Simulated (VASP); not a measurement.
# TaN (Fm-3m) in VASP: further runs

The runs below take TaN through electric field gradients, density of states, with PBE.

All numbers are computed with VASP 6.6.1; they aren't measurements. Logs are shortened: lines on timing, memory, paths and dates and some standing lists are left out, and cuts for length are marked.

## 1. The cell of the first run

The structure is cubic, space group Fm-3m (No. 225). The conventional cell has a = 4.270 Å, b = 4.270 Å, c = 4.270 Å, α = 90.00°, β = 90.00°, γ = 90.00°. Ta (site symmetry m-3m) has 6 N at 2.13 Å within 2.8 Å. Within 2.8 Å of N (site symmetry m-3m) lie 6 Ta at 2.13 Å.

## 2. Electric field gradients, PBE (volume scaled by 0.9405)

INCAR

```
ALGO     = Normal         # electronic algorithm
EDIFF    = 1E-8           # SCF threshold, eV
ENCUT    = 520            # plane-wave cutoff, eV
GGA      = PE             # functional
ISIF     = 2              # what is computed and relaxed
ISMEAR   = -1             # smearing method
LASPH    = T              # aspherical terms in the spheres
LCHARG   = F              # write CHGCAR
LEFG     = T            
LREAL    = F              # projectors in reciprocal space
LWAVE    = F              # write WAVECAR
NBANDS   = 15             # bands
NELM     = 60             # most SCF steps
PREC     = Accurate       # precision mode
SIGMA    = 0.02           # smearing width, eV
```

KPOINTS

```
k-points
0
Gamma
  9 9 9
```

POSCAR

```
TaN
1.0
    0.0000000000      2.1348965245      2.1348965245
    2.1348965245      0.0000000000      2.1348965245
    2.1348965245      2.1348965245      0.0000000000
Ta N
1 1
Direct
    0.5000000000      0.5000000000      0.5000000000
    0.0000000000      0.0000000000      0.0000000000
```

Potentials or basis: VASP PAW PBE potentials, release 64 (Ta_pv, N).

On the command line:

```sh
$ cat potpaw_PBE.64/Ta_pv/POTCAR potpaw_PBE.64/N/POTCAR > POTCAR
$ mpirun -np 1 vasp_std > vasp.out
```

OUTCAR:

```text
EDIFF = 1E-8
   ENCUT = 520
   GGA = PE
   ISIF = 2
   ISMEAR = -1
   LASPH = T
   LREAL = F
   NELM = 60
   PREC = Accurate

 ion  position               nearest neighbor table
   1  0.500  0.500  0.500-   2 2.13   2 2.13   2 2.13   2 2.13   2 2.13   2 2.13
   2  0.000  0.000  0.000-   1 2.13   1 2.13   1 2.13   1 2.13   1 2.13   1 2.13

  LATTYP: Found a face centered cubic cell.
 ALAT       =     4.2697930490

  Lattice vectors:

 A1 = (   0.0000000000,   2.1348965245,   2.1348965245)
 A2 = (   2.1348965245,   0.0000000000,   2.1348965245)
 A3 = (   2.1348965245,   2.1348965245,   0.0000000000)

Analysis of symmetry for initial positions (statically):
=====================================================================
 Subroutine PRICEL returns:
 Original cell was already a primitive cell.

 Routine SETGRP: Setting up the symmetry group for a
 face centered cubic supercell.

 Subroutine GETGRP returns: Found 48 space group operations
 (whereof 48 operations were pure point group operations)
 out of a pool of 48 trial point group operations.

The static configuration has the point symmetry O_h .

Analysis of symmetry for dynamics (positions and initial velocities):
=====================================================================
 Subroutine PRICEL returns:
 Original cell was already a primitive cell.

 Routine SETGRP: Setting up the symmetry group for a
 face centered cubic supercell.

 Subroutine GETGRP returns: Found 48 space group operations
 (whereof 48 operations were pure point group operations)
 out of a pool of 48 trial point group operations.

The dynamic configuration has the point symmetry O_h .

 Subroutine INISYM returns: Found 48 space group operations
 (whereof 48 operations are pure point group operations),
 and found     1 'primitive' translations

----------------------------------------------------------------------------------------

                                     Primitive cell

  volume of cell :      19.4608

  direct lattice vectors                    reciprocal lattice vectors
     0.000000000  2.134896524  2.134896524    -0.234203388  0.234203388  0.234203388
     2.134896524  0.000000000  2.134896524     0.234203388 -0.234203388  0.234203388
     2.134896524  2.134896524  0.000000000     0.234203388  0.234203388 -0.234203388

  length of vectors
     3.019199619  3.019199619  3.019199619     0.405652168  0.405652168  0.405652168

  position of ions in fractional coordinates (direct lattice)
     0.500000000  0.500000000  0.500000000
     0.000000000  0.000000000  0.000000000

  ion indices of the primitive-cell ions
   primitive index   ion index
                 1           1
                 2           2

----------------------------------------------------------------------------------------

 KPOINTS: k-points

Automatic generation of k-mesh.
 Grid dimensions read from file:
 generate k-points for:    9    9    9

 Generating k-lattice:

  Cartesian coordinates                     Fractional coordinates (reciprocal lattice)
    -0.026022599  0.026022599  0.026022599     0.111111111  0.000000000  0.000000000
     0.026022599 -0.026022599  0.026022599     0.000000000  0.111111111  0.000000000
     0.026022599  0.026022599 -0.026022599     0.000000000  0.000000000  0.111111111

  Length of vectors
     0.045072463  0.045072463  0.045072463

  Shift w.r.t. Gamma in fractional coordinates (k-lattice)
     0.000000000  0.000000000  0.000000000

 Subroutine IBZKPT returns following result:
 ===========================================

 Found     35 irreducible k-points:

 Following reciprocal coordinates:
            Coordinates               Weight
  0.000000  0.000000  0.000000      1.000000
  0.111111  0.000000  0.000000      8.000000
  0.222222  0.000000  0.000000      8.000000
  0.333333  0.000000  0.000000      8.000000
  0.444444  0.000000  0.000000      8.000000
  0.111111  0.111111  0.000000      6.000000
[... 16 lines left out ...]
 -0.333333  0.333333  0.000000     12.000000
  0.444444  0.444444  0.000000      6.000000
 [... further k-points ...]
   k-points           NKPTS =     35   k-points in BZ     NKDIM =     35   number of bands    NBANDS=     15
   number of dos      NEDOS =    301   number of ions     NIONS =      2
   total plane-waves  NPLWV =  13824
   dimension x,y,z NGX =    24 NGY =   24 NGZ =   24
   dimension x,y,z NGXF=    48 NGYF=   48 NGZF=   48
   ions per type =               1   1
   NGX,Y,Z   is equivalent  to a cutoff of  13.22, 13.22, 13.22 a.u.
   NGXF,Y,Z  is equivalent  to a cutoff of  26.43, 26.43, 26.43 a.u.
 SYSTEM =  unknown system
   PREC   = accura    normal or accurate (medium, high low for compatibility)
   ISTART =      0    job   : 0-new  1-cont  2-samecut
   ICHARG =      2    charge: 1-file 2-atom 10-const
   ISPIN  =      1    spin polarized calculation?
   LNONCOLLINEAR =      F non collinear calculations
   LSORBIT =      F    spin-orbit coupling
   LASPH  =      T    aspherical Exc in radial PAW
   ENCUT  =  520.0 eV  38.22 Ry    6.18 a.u.   5.61  5.61  5.61*2*pi/ulx,y,z
   NELM   =     60;   NELMIN=  2; NELMDL= -5     # of ELM steps
   EDIFF  = 0.1E-07   stopping-criterion for ELM
   LREAL  =      F    real-space projection
   EDIFFG = 0.1E-06   stopping-criterion for IOM
   NSW    =      0    number of steps for IOM
   IBRION =     -1    ionic relax: 0-MD 1-quasi-New 2-CG
   NFREE  =      0    steps in history (QN), initial steepest desc. (CG)
   ISIF   =      2    stress and relaxation
   ISYM   =      2    0-nonsym 1-usesym 2-fastsym
   POTIM  = 0.5000    time-step for ionic-motion
   TEBEG  =    0.0;   TEEND  =   0.0 temperature during run
   PSTRESS=    0.0 pullay stress
   NELECT =      16.0000    total number of electrons
   NUPDOWN=      -1.0000    fix difference up-down
   EMIN   =  10.00;   EMAX   =-10.00  energy-range for DOS
   EFERMI =   0.00;   METHOD = LEGACY
   ISMEAR =    -1;   SIGMA  =   0.02  broadening in eV -4-tet -1-fermi 0-gaus
   EFERMI_NEDOS =   21; number of points for ismear=-14 and -15
   IALGO  =     38    algorithm
   IMIX   =      4    mixing-type and parameters
     AMIX     =   0.40;   BMIX     =  1.00
     AMIX_MAG =   1.60;   BMIX_MAG =  1.00
  volume/ion in A,a.u.               =       9.73        65.66
  Fermi-wavevector in a.u.,A,eV,Ry     =   1.533656  2.898190 32.002279  2.352101
  Thomas-Fermi vector in A             =   2.640693
   LORBIT       =      0    0 simple, 1 ext, 2 COOP (PROOUT), +10 PAW based schemes
   GGA     = PE    functional components
   LHFCALC =     F    Hartree Fock is set to
   AEXX    =    0.0000 exact exchange contribution
   IVDW    =     0    specifies the selected vdW correction
   LEPSILON=     F    determine dielectric tensor
   LRPA    =     F    only Hartree local field effects (RPA)
 non-spin polarized calculation
  energy-cutoff  :      520.00
  volume of cell :       19.46
 maximum number of plane-waves:       534
   NGX = 11   NGY = 11   NGZ = 11

 number of electron      15.9999998 magnetization

 Free energy of the ion-electron system (eV)
  ---------------------------------------------------
  ext. energy  EPLUGINS =         0.00000000
  ---------------------------------------------------
  free energy    TOTEN  =       -21.56561283 eV

  energy without entropy =      -21.56465146  energy(sigma->0) =      -21.56513215

 E-fermi :  10.4732     XC(G=0): -13.9368

 val. band max:       10.3484221922   @ k =  -0.4444   0.2222   0.1111
 cond. band min:      10.4952762117   @ k =  -0.2222   0.2222   0.0000
 fundamental gap:      0.1468540195
 Fermi energy:        10.4731540632

 k-point     1 :       0.0000    0.0000    0.0000
  band No.  band energies     occupation
      1     -25.0277      2.00000
      2     -25.0277      2.00000
      3     -25.0277      2.00000
      4      -9.0253      2.00000
      5       6.4949      2.00000
      6       6.4949      2.00000
      7       6.4949      2.00000
      8       8.2119      2.00000
      9       8.2119      2.00000
     10       8.2119      2.00000
     11      10.6612      0.00016
     12      10.6612      0.00016
     13      12.9029      0.00000
     14      20.0156      0.00000
     15      23.1418      0.00000

 k-point     2 :       0.1111    0.0000    0.0000
  band No.  band energies     occupation
      1     -25.1803      2.00000
      2     -25.0406      2.00000
      3     -25.0406      2.00000
      4      -8.6728      2.00000
      5       5.1153      2.00000
      6       5.5062      2.00000
      7       5.5062      2.00000
      8       8.6939      2.00000
      9       8.6939      2.00000
     10       8.7859      2.00000
     11      11.9053      0.00000
     12      11.9053      0.00000
     13      13.7269      0.00000
     14      21.0252      0.00000
     15      23.1414      0.00000

 k-point     3 :       0.2222    0.0000    0.0000
  band No.  band energies     occupation
      1     -25.5480      2.00000
      2     -25.0730      2.00000
      3     -25.0730      2.00000
      4      -7.7435      2.00000
      5       2.9483      2.00000
      6       4.0595      2.00000
      7       4.0595      2.00000
      8       9.5150      2.00000
      9       9.7869      2.00000
     10       9.7869      2.00000
     11      14.3369      0.00000
     12      14.3369      0.00000
     13      15.3579      0.00000
     14      23.1299      0.00000
     15      23.2605      0.00000
[... 343 lines left out ...]
 k-point    23 :      -0.3333    0.3333    0.0000
  band No.  band energies     occupation
      1     -25.8099      2.00000
      2     -25.7410      2.00000
      3     -25.2576      2.00000
      4      -6.5940      2.00000
      5       1.5080      2.00000
      6       3.3102      2.00000
      7       3.4174      2.00000
      8       9.6413      2.00000
      9      12.6681      0.00000
     10      12.7265      0.00000
     11      15.4439      0.00000
     12      17.8432      0.00000
     13      21.2293      0.00000
     14      22.7028      0.00000
     15      22.8209      0.00000

 k-point    24 :       0.4444    0.4444    0.0000
  band No.  band energies     occupation
      1     -25.9996      2.00000
      2     -25.4045      2.00000
      3     -25.4045      2.00000
      4      -7.7068      2.00000
      5       3.4962      2.00000
      6       4.5499      2.00000
      7       5.6965      2.00000
      8       5.6965      2.00000
      9      12.9094      0.00000
     10      14.5951      0.00000
     11      14.5951      0.00000
     12      15.9403      0.00000
     13      18.8066      0.00000
     14      20.5141      0.00000
     15      23.1526      0.00000

 [... further k-points ...]
[... 5 lines left out ...]
  --------------------------------------------------------------------------------------
  -------------------------------------------------------------------------------------
  Total        5.2532687      5.2532687      5.2532687     -0.0000000      0.0000000      0.0000000
  in kB      432.4936231    432.4936231    432.4936231     -0.0000000      0.0000000      0.0000000
  external PRESSURE =     432.4936231 kB  Pullay stress =       0.0000000 kB

 VOLUME and BASIS-vectors are now :
 -----------------------------------------------------------------------------
  energy-cutoff  :      520.00
  volume of cell :       19.46
      direct lattice vectors                 reciprocal lattice vectors
     0.000000000  2.134896524  2.134896524    -0.234203388  0.234203388  0.234203388
     2.134896524  0.000000000  2.134896524     0.234203388 -0.234203388  0.234203388
     2.134896524  2.134896524  0.000000000     0.234203388  0.234203388 -0.234203388

 POSITION                                       TOTAL-FORCE (eV/Angst)
 -----------------------------------------------------------------------------------
      2.13490      2.13490      2.13490         0.000000      0.000000      0.000000
      0.00000      0.00000      0.00000        -0.000000     -0.000000     -0.000000
 -----------------------------------------------------------------------------------
    total drift:                                0.000000     -0.000000     -0.000000

  FREE ENERGIE OF THE ION-ELECTRON SYSTEM (eV)
  ---------------------------------------------------
  free  energy   TOTEN  =       -21.5656128318 eV

  energy  without entropy=      -21.5646514614  energy(sigma->0) =      -21.56513215

 Electric field gradients (V/A^2)
---------------------------------------------------------------------
 ion       V_xx      V_yy      V_zz      V_xy      V_xz      V_yz
---------------------------------------------------------------------
   1      -0.000    -0.000    -0.000     0.000     0.000     0.000
   2      -0.000     0.000     0.000    -0.001    -0.001    -0.001
---------------------------------------------------------------------

 Electric field gradients after diagonalization (V/A^2)
 (convention: |V_zz| > |V_xx| > |V_yy|)
----------------------------------------------------------------------
 ion       V_xx      V_yy      V_zz     asymmetry (V_yy - V_xx)/ V_zz
----------------------------------------------------------------------
   1      -0.000    -0.000     0.001       0.000
   2       0.001     0.001    -0.001       0.000
----------------------------------------------------------------------

           NMR quadrupolar parameters

 Cq : quadrupolar parameter    Cq=e*Q*V_zz/h
 eta: asymmetry parameters     (V_yy - V_xx)/ V_zz
 Q  : nuclear electric quadrupole moment in mb (millibarn)
----------------------------------------------------------------------
 ion       Cq(MHz)       eta       Q (mb)
----------------------------------------------------------------------
   1       0.000       0.000       1.000
   2      -0.000       0.000       1.000
----------------------------------------------------------------------
```

Wall time 21 s (1 thread of Intel Xeon 8259CL, shared host); peak memory 0.11 GiB.

Results:

```
Free energy            : -21.5656 eV
Pressure               : 43.2 GPa
Band gap on the k mesh : zero (band 8 reaches 12.35 eV, above the bottom of band 9 at 8.21 eV)
```

Caveat: without QUAD_EFG the Cq values of the log hold for a quadrupole moment of 1 mb, not for the nuclei; spin-orbit coupling is left out, which moves the levels of the heavy elements.

## 3. Electric field gradients, PBE (volume scaled by 0.9405)

INCAR

```
SYSTEM = TaN
PREC = Accurate
ENCUT = 520
EDIFF = 1E-8
ISMEAR = -1
SIGMA = 0.02
LREAL = .FALSE.
LASPH = .TRUE.
NELM = 100
ALGO = Normal
ISIF = 2
LWAVE = .FALSE.
LCHARG = .FALSE.
GGA = PE
LEFG = .TRUE.
NBANDS = 15
```

KPOINTS

```
regular mesh
0
G
  9 9 9
  0 0 0
```

POSCAR is that of step 2.

Potentials or basis: VASP PAW PBE potentials, release 64 (Ta_pv, N).

On the command line:

```sh
$ cat potpaw_PBE.64/Ta_pv/POTCAR potpaw_PBE.64/N/POTCAR > POTCAR
$ mpirun -np 1 vasp_std > vasp.out
```

OUTCAR:

```text
SYSTEM = TaN
   PREC = Accurate
   ENCUT = 520
   EDIFF = 1E-8
   ISMEAR = -1
   LREAL = .FALSE.
   LASPH = .TRUE.
   NELM = 100
   ISIF = 2
   GGA = PE

 ion  position               nearest neighbor table
   1  0.500  0.500  0.500-   2 2.13   2 2.13   2 2.13   2 2.13   2 2.13   2 2.13
   2  0.000  0.000  0.000-   1 2.13   1 2.13   1 2.13   1 2.13   1 2.13   1 2.13

  LATTYP: Found a face centered cubic cell.
 ALAT       =     4.2697930490

  Lattice vectors:

 A1 = (   0.0000000000,   2.1348965245,   2.1348965245)
[... 644 lines left out ...]
  ---------------------------------------------------
  free  energy   TOTEN  =       -21.5656128318 eV

  energy  without entropy=      -21.5646514614  energy(sigma->0) =      -21.56513215

 Electric field gradients (V/A^2)
---------------------------------------------------------------------
 ion       V_xx      V_yy      V_zz      V_xy      V_xz      V_yz
---------------------------------------------------------------------
   1      -0.000    -0.000    -0.000     0.000     0.000     0.000
   2      -0.000     0.000     0.000    -0.001    -0.001    -0.001
---------------------------------------------------------------------

 Electric field gradients after diagonalization (V/A^2)
 (convention: |V_zz| > |V_xx| > |V_yy|)
----------------------------------------------------------------------
 ion       V_xx      V_yy      V_zz     asymmetry (V_yy - V_xx)/ V_zz
----------------------------------------------------------------------
   1      -0.000    -0.000     0.001       0.000
   2       0.001     0.001    -0.001       0.000
----------------------------------------------------------------------

           NMR quadrupolar parameters

 Cq : quadrupolar parameter    Cq=e*Q*V_zz/h
 eta: asymmetry parameters     (V_yy - V_xx)/ V_zz
 Q  : nuclear electric quadrupole moment in mb (millibarn)
----------------------------------------------------------------------
 ion       Cq(MHz)       eta       Q (mb)
----------------------------------------------------------------------
   1       0.000       0.000       1.000
   2      -0.000       0.000       1.000
----------------------------------------------------------------------
```

OSZICAR:

```text
N       E                     dE             d eps       ncg     rms          rms(c)
DAV:   1     0.913989829814E+02    0.91399E+02   -0.87636E+03  1050   0.115E+03
DAV:   2    -0.216836090955E+02   -0.11308E+03   -0.10689E+03  1281   0.312E+02
DAV:   3    -0.245904581195E+02   -0.29068E+01   -0.28886E+01  1169   0.461E+01
DAV:   4    -0.246026737499E+02   -0.12216E-01   -0.12212E-01  1365   0.310E+00
DAV:   5    -0.246027496205E+02   -0.75871E-04   -0.75864E-04  1197   0.213E-01    0.291E+01
DAV:   6    -0.216287466125E+02    0.29740E+01   -0.53436E+00  1227   0.269E+01    0.124E+01
DAV:   7    -0.215960015849E+02    0.32745E-01   -0.51083E-01  1281   0.581E+00    0.827E+00
DAV:   8    -0.215727841035E+02    0.23217E-01   -0.11494E-01  1141   0.278E+00    0.201E+00
DAV:   9    -0.215657527647E+02    0.70313E-02   -0.18415E-02  1148   0.112E+00    0.362E-01
DAV:  10    -0.215656714273E+02    0.81337E-04   -0.11305E-03  1190   0.392E-01    0.916E-02
DAV:  11    -0.215656150991E+02    0.56328E-04   -0.12253E-04  1141   0.122E-01    0.393E-02
DAV:  12    -0.215656134132E+02    0.16858E-05   -0.10304E-05  1141   0.308E-02    0.559E-03
DAV:  13    -0.215656127981E+02    0.61510E-06   -0.73995E-07  1176   0.667E-03    0.458E-03
DAV:  14    -0.215656128386E+02   -0.40465E-07   -0.50821E-08  1211   0.201E-03    0.321E-04
DAV:  15    -0.215656128318E+02    0.68005E-08   -0.43882E-09   532   0.649E-04
   1 F= -.21565613E+02 E0= -.21565132E+02  d E =-.961370E-03
```

Run time: 22 s. Hardware: 1 thread of Intel Xeon 8259CL, shared host; peak memory 0.11 GiB.

What came out:

- Free energy: -21.5656 eV
- Pressure: 43.2 GPa
- Band gap on the k mesh: zero (band 8 reaches 12.35 eV, above the bottom of band 9 at 8.21 eV)

Levels at points of the mesh, in eV from the Fermi level:
| k point | band 5 | band 6 | band 7 | band 8 | band 9 | band 10 | band 11 | band 12 |
| --- | --- | --- | --- | --- | --- | --- | --- | --- |
| (0.00, 0.00, 0.00) | -3.98 | -3.98 | -3.98 | -2.26 | -2.26 | -2.26 | 0.19 | 0.19 |

Caveat: without QUAD_EFG the Cq values of the log hold for a quadrupole moment of 1 mb, not for the nuclei; spin-orbit coupling is left out, which moves the levels of the heavy elements.

[end of part 1 of 2]
